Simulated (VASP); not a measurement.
# SrAl3 (Pm-3m) in VASP: further runs

The runs below take SrAl3 through single point, with PBE, r2SCAN.

Program: VASP 6.6.1. These are calculated values, not measurements. Logs are shortened: lines on timing, memory, paths and dates and some standing lists are left out, and cuts for length are marked.

**1. The cell of the first run**

It takes space group Pm-3m (No. 221, cubic). The conventional cell has a = 4.533 Å, b = 4.533 Å, c = 4.533 Å, α = 90.00°, β = 90.00°, γ = 90.00°. Sr (site symmetry m-3m) has 12 Al at 3.21 Å within 4.2 Å. Al (site symmetry 4/mmm) has 4 Sr at 3.21 Å and 8 Al at 3.21 Å within 4.2 Å.

**2. Single point, PBE (23.28 Å³/atom)**

Input file INCAR:

```
SYSTEM = SrAl3
ALGO = Normal ; EDIFF = 1E-6
ENCUT = 520 ; GGA = PE
ISIF = 2 ; ISMEAR = 0
LASPH = .TRUE. ; LCHARG = .TRUE.
LELF = .TRUE. ; LREAL = .FALSE.
LVHAR = .TRUE. ; LWAVE = .FALSE.
NBANDS = 18 ; NELM = 60
PREC = Accurate ; SIGMA = 0.05
```

Input file KPOINTS:

```
k-points
0
G
  8 8 8
  0 0 0
```

Input file POSCAR:

```
SrAl3
1.0
    4.5325733404      0.0000000000      0.0000000000
    0.0000000000      4.5325733404      0.0000000000
    0.0000000000      0.0000000000      4.5325733404
Sr Al
1 3
Direct
    0.0000000000      0.0000000000      0.0000000000
    0.0000000000      0.5000000000      0.5000000000
    0.5000000000      0.5000000000      0.0000000000
    0.5000000000      0.0000000000      0.5000000000
```

Potentials or basis: VASP PAW PBE potentials, release 64 (Sr_sv, Al).

On the command line:

```bash
cat potpaw_PBE.64/Sr_sv/POTCAR potpaw_PBE.64/Al/POTCAR > POTCAR
mpirun -np 1 vasp_std > vasp.out
```

OUTCAR:

```text
SYSTEM = SrAl3
   EDIFF = 1E-6
   ENCUT = 520
   GGA = PE
   ISIF = 2
   ISMEAR = 0
   LASPH = .TRUE.
   LREAL = .FALSE.
   NELM = 60
   PREC = Accurate

 ion  position               nearest neighbor table
   1  0.000  0.000  0.000-   2 3.21   3 3.21   4 3.21   2 3.21   4 3.21   2 3.21   3 3.21   2 3.21
                             3 3.21   4 3.21   4 3.21   3 3.21
   2  0.000  0.500  0.500-   1 3.21   3 3.21   4 3.21   1 3.21   3 3.21   1 3.21   4 3.21   1 3.21
                             3 3.21   4 3.21   3 3.21   4 3.21
   3  0.500  0.500  0.000-   1 3.21   2 3.21   4 3.21   2 3.21   4 3.21   1 3.21   4 3.21   4 3.21
                             1 3.21   2 3.21   2 3.21   1 3.21
   4  0.500  0.000  0.500-   1 3.21   2 3.21   3 3.21   1 3.21   3 3.21   2 3.21   3 3.21   3 3.21
                             1 3.21   2 3.21   1 3.21   2 3.21

  LATTYP: Found a simple cubic cell.
 ALAT       =     4.5325733404

  Lattice vectors:

 A1 = (   4.5325733404,   0.0000000000,   0.0000000000)
 A2 = (   0.0000000000,   4.5325733404,   0.0000000000)
 A3 = (   0.0000000000,   0.0000000000,   4.5325733404)

Analysis of symmetry for initial positions (statically):
=====================================================================
 Subroutine PRICEL returns:
 Original cell was already a primitive cell.

 Routine SETGRP: Setting up the symmetry group for a
 simple cubic supercell.

 Subroutine GETGRP returns: Found 48 space group operations
 (whereof 48 operations were pure point group operations)
 out of a pool of 48 trial point group operations.

The static configuration has the point symmetry O_h .

Analysis of symmetry for dynamics (positions and initial velocities):
=====================================================================
 Subroutine PRICEL returns:
 Original cell was already a primitive cell.

 Routine SETGRP: Setting up the symmetry group for a
 simple cubic supercell.

 Subroutine GETGRP returns: Found 48 space group operations
 (whereof 48 operations were pure point group operations)
 out of a pool of 48 trial point group operations.

The dynamic configuration has the point symmetry O_h .

 Subroutine INISYM returns: Found 48 space group operations
 (whereof 48 operations are pure point group operations),
 and found     1 'primitive' translations

----------------------------------------------------------------------------------------

                                     Primitive cell

  volume of cell :      93.1182

  direct lattice vectors                    reciprocal lattice vectors
     4.532573340  0.000000000  0.000000000     0.220625222  0.000000000  0.000000000
     0.000000000  4.532573340  0.000000000     0.000000000  0.220625222  0.000000000
     0.000000000  0.000000000  4.532573340     0.000000000  0.000000000  0.220625222

  length of vectors
     4.532573340  4.532573340  4.532573340     0.220625222  0.220625222  0.220625222

  position of ions in fractional coordinates (direct lattice)
     0.000000000  0.000000000  0.000000000
     0.000000000  0.500000000  0.500000000
     0.500000000  0.500000000  0.000000000
     0.500000000  0.000000000  0.500000000

  ion indices of the primitive-cell ions
   primitive index   ion index
                 1           1
                 2           2
                 3           3
                 4           4

----------------------------------------------------------------------------------------

 KPOINTS: k-points

Automatic generation of k-mesh.
 Grid dimensions read from file:
 generate k-points for:    8    8    8

 Generating k-lattice:

  Cartesian coordinates                     Fractional coordinates (reciprocal lattice)
     0.027578153  0.000000000  0.000000000     0.125000000  0.000000000  0.000000000
     0.000000000  0.027578153  0.000000000     0.000000000  0.125000000  0.000000000
     0.000000000  0.000000000  0.027578153     0.000000000  0.000000000  0.125000000

  Length of vectors
     0.027578153  0.027578153  0.027578153

  Shift w.r.t. Gamma in fractional coordinates (k-lattice)
     0.000000000  0.000000000  0.000000000

 Subroutine IBZKPT returns following result:
 ===========================================

 Found     35 irreducible k-points:

 Following reciprocal coordinates:
            Coordinates               Weight
  0.000000  0.000000  0.000000      1.000000
  0.125000  0.000000  0.000000      6.000000
  0.250000  0.000000  0.000000      6.000000
  0.375000  0.000000  0.000000      6.000000
  0.500000  0.000000  0.000000      3.000000
  0.125000  0.125000  0.000000     12.000000
[... 16 lines left out ...]
  0.375000  0.375000  0.125000     24.000000
  0.500000  0.375000  0.125000     24.000000
 [... further k-points ...]
   k-points           NKPTS =     35   k-points in BZ     NKDIM =     35   number of bands    NBANDS=     18
   number of dos      NEDOS =    301   number of ions     NIONS =      4
   total plane-waves  NPLWV =  46656
   dimension x,y,z NGX =    36 NGY =   36 NGZ =   36
   dimension x,y,z NGXF=    72 NGYF=   72 NGZF=   72
   ions per type =               1   3
   NGX,Y,Z   is equivalent  to a cutoff of  13.20, 13.20, 13.20 a.u.
   NGXF,Y,Z  is equivalent  to a cutoff of  26.41, 26.41, 26.41 a.u.
 SYSTEM =  SrAl3
   PREC   = accura    normal or accurate (medium, high low for compatibility)
   ISTART =      0    job   : 0-new  1-cont  2-samecut
   ICHARG =      2    charge: 1-file 2-atom 10-const
   ISPIN  =      1    spin polarized calculation?
   LNONCOLLINEAR =      F non collinear calculations
   LSORBIT =      F    spin-orbit coupling
   LASPH  =      T    aspherical Exc in radial PAW
   ENCUT  =  520.0 eV  38.22 Ry    6.18 a.u.   8.43  8.43  8.43*2*pi/ulx,y,z
   NELM   =     60;   NELMIN=  2; NELMDL= -5     # of ELM steps
   EDIFF  = 0.1E-05   stopping-criterion for ELM
   LREAL  =      F    real-space projection
   EDIFFG = 0.1E-04   stopping-criterion for IOM
   NSW    =      0    number of steps for IOM
   IBRION =     -1    ionic relax: 0-MD 1-quasi-New 2-CG
   NFREE  =      0    steps in history (QN), initial steepest desc. (CG)
   ISIF   =      2    stress and relaxation
   ISYM   =      2    0-nonsym 1-usesym 2-fastsym
   POTIM  = 0.5000    time-step for ionic-motion
   TEBEG  =    0.0;   TEEND  =   0.0 temperature during run
   PSTRESS=    0.0 pullay stress
   NELECT =      19.0000    total number of electrons
   NUPDOWN=      -1.0000    fix difference up-down
   EMIN   =  10.00;   EMAX   =-10.00  energy-range for DOS
   EFERMI =   0.00;   METHOD = LEGACY
   ISMEAR =     0;   SIGMA  =   0.05  broadening in eV -4-tet -1-fermi 0-gaus
   EFERMI_NEDOS =   21; number of points for ismear=-14 and -15
   IALGO  =     38    algorithm
   IMIX   =      4    mixing-type and parameters
     AMIX     =   0.40;   BMIX     =  1.00
     AMIX_MAG =   1.60;   BMIX_MAG =  1.00
  volume/ion in A,a.u.               =      23.28       157.10
  Fermi-wavevector in a.u.,A,eV,Ry     =   0.963787  1.821294 12.638260  0.928886
  Thomas-Fermi vector in A             =   2.093363
   LORBIT       =      0    0 simple, 1 ext, 2 COOP (PROOUT), +10 PAW based schemes
   GGA     = PE    functional components
   LHFCALC =     F    Hartree Fock is set to
   AEXX    =    0.0000 exact exchange contribution
   IVDW    =     0    specifies the selected vdW correction
   LEPSILON=     F    determine dielectric tensor
   LRPA    =     F    only Hartree local field effects (RPA)
 non-spin polarized calculation
 Gauss-broadening in eV      SIGMA  =   0.05
  energy-cutoff  :      520.00
  volume of cell :       93.12
 maximum number of plane-waves:      2526
 NGX is ok and might be reduce to    36
   NGX = 17   NGY = 17   NGZ = 17

 number of electron      19.0000000 magnetization

 Free energy of the ion-electron system (eV)
  ---------------------------------------------------
  ext. energy  EPLUGINS =         0.00000000
  ---------------------------------------------------
  free energy    TOTEN  =       -12.80057022 eV

  energy without entropy =      -12.79860563  energy(sigma->0) =      -12.79958793

 E-fermi :   4.6448     XC(G=0):  -9.3826

 val. band max:        4.6292389566   @ k =   0.5000   0.3750   0.0000
 cond. band min:       4.7338762068   @ k =   0.3750   0.3750   0.1250
 fundamental gap:      0.1046372502
 Fermi energy:         4.6447549216

 k-point     1 :       0.0000    0.0000    0.0000
  band No.  band energies     occupation
      1     -29.7182      2.00000
      2     -11.8793      2.00000
      3     -11.8793      2.00000
      4     -11.8793      2.00000
      5      -3.3876      2.00000
      6       2.4125      2.00000
[... 10 lines left out ...]
     17       8.6636      0.00000
     18       9.7485      0.00000

 k-point     2 :       0.1250    0.0000    0.0000
  band No.  band energies     occupation
      1     -29.7177      2.00000
      2     -11.8977      2.00000
      3     -11.8777      2.00000
      4     -11.8777      2.00000
      5      -3.2571      2.00000
      6       1.7634      2.00000
[... 10 lines left out ...]
     17       9.5506      0.00000
     18       9.8510      0.00000

 k-point     3 :       0.2500    0.0000    0.0000
  band No.  band energies     occupation
      1     -29.7166      2.00000
      2     -11.9413      2.00000
      3     -11.8736      2.00000
      4     -11.8736      2.00000
      5      -2.8777      2.00000
      6       0.6721      2.00000
[... 10 lines left out ...]
     17      10.5567      0.00000
     18      10.5567      0.00000

 k-point     4 :       0.3750    0.0000    0.0000
  band No.  band energies     occupation
      1     -29.7155      2.00000
      2     -11.9842      2.00000
      3     -11.8696      2.00000
      4     -11.8696      2.00000
      5      -2.2860      2.00000
      6      -0.3974      2.00000
[... 375 lines left out ...]
      4     -11.8781      2.00000
      5      -1.3446      2.00000
      6      -0.5072      2.00000
[... 10 lines left out ...]
     17       9.7622      0.00000
     18      10.7716      0.00000

 k-point    23 :       0.3750    0.3750    0.1250
  band No.  band energies     occupation
      1     -29.7124      2.00000
      2     -11.9643      2.00000
      3     -11.9608      2.00000
      4     -11.8756      2.00000
      5      -1.3354      2.00000
      6       0.4680      2.00000
[... 10 lines left out ...]
     17      10.2134      0.00000
     18      11.1378      0.00000

 k-point    24 :       0.5000    0.3750    0.1250
  band No.  band energies     occupation
      1     -29.7119      2.00000
      2     -11.9784      2.00000
      3     -11.9594      2.00000
      4     -11.8738      2.00000
      5      -0.9980      2.00000
      6      -0.0131      2.00000
[... 10 lines left out ...]
     17      10.4667      0.00000
     18      10.5734      0.00000

 [... further k-points ...]

------------------------ aborting loop because EDIFF is reached ----------------------------------------

  FORCE on cell =-STRESS in cart. coord.  units (eV):
  Direction    XX          YY          ZZ          XY          YZ          ZX
  --------------------------------------------------------------------------------------
  -------------------------------------------------------------------------------------
  Total       -0.9850763     -0.9850763     -0.9850763      0.0000000      0.0000000      0.0000000
  in kB      -16.9490716    -16.9490716    -16.9490716      0.0000000      0.0000000      0.0000000
  external PRESSURE =     -16.9490716 kB  Pullay stress =       0.0000000 kB

 VOLUME and BASIS-vectors are now :
 -----------------------------------------------------------------------------
  energy-cutoff  :      520.00
  volume of cell :       93.12
      direct lattice vectors                 reciprocal lattice vectors
     4.532573340  0.000000000  0.000000000     0.220625222  0.000000000  0.000000000
     0.000000000  4.532573340  0.000000000     0.000000000  0.220625222  0.000000000
     0.000000000  0.000000000  4.532573340     0.000000000  0.000000000  0.220625222

 POSITION                                       TOTAL-FORCE (eV/Angst)
 -----------------------------------------------------------------------------------
      0.00000      0.00000      0.00000         0.000000      0.000000      0.000000
      0.00000      2.26629      2.26629         0.000000      0.000000      0.000000
      2.26629      2.26629      0.00000         0.000000      0.000000      0.000000
      2.26629      0.00000      2.26629         0.000000      0.000000      0.000000
 -----------------------------------------------------------------------------------
    total drift:                                0.000000     -0.000000     -0.000000

  FREE ENERGIE OF THE ION-ELECTRON SYSTEM (eV)
  ---------------------------------------------------
  free  energy   TOTEN  =       -12.8005702242 eV

  energy  without entropy=      -12.7986056275  energy(sigma->0) =      -12.79958793
```

It took 65 s on 1 thread of Intel Xeon 8259CL, shared host; peak memory 0.23 GiB.

What came out:

```
Free energy            : -12.8006 eV
Pressure               : -1.7 GPa
Band gap on the k mesh : zero (an odd number of electrons rules out a gap without spin polarisation)
```

Levels at points of the mesh, in eV from the Fermi level:
| k point | band 7 | band 8 | band 9 | band 10 | band 11 | band 12 |
| --- | --- | --- | --- | --- | --- | --- |
| (0.00, 0.00, 0.00) | -2.23 | -0.88 | -0.88 | -0.88 | 2.44 | 3.21 |
| (0.50, 0.00, 0.00) | -0.88 | -0.88 | -0.55 | -0.42 | 1.57 | 1.57 |
| (0.50, 0.50, 0.00) | -4.36 | -2.84 | 0.36 | 0.36 | 1.35 | 1.66 |
| (0.50, 0.50, 0.50) | -4.22 | -3.15 | -1.40 | -1.40 | -1.40 | 2.58 |

(Continued in part 2 of 2.)

The gap in the log of VASP goes by the Fermi energy; the results here count the filled bands.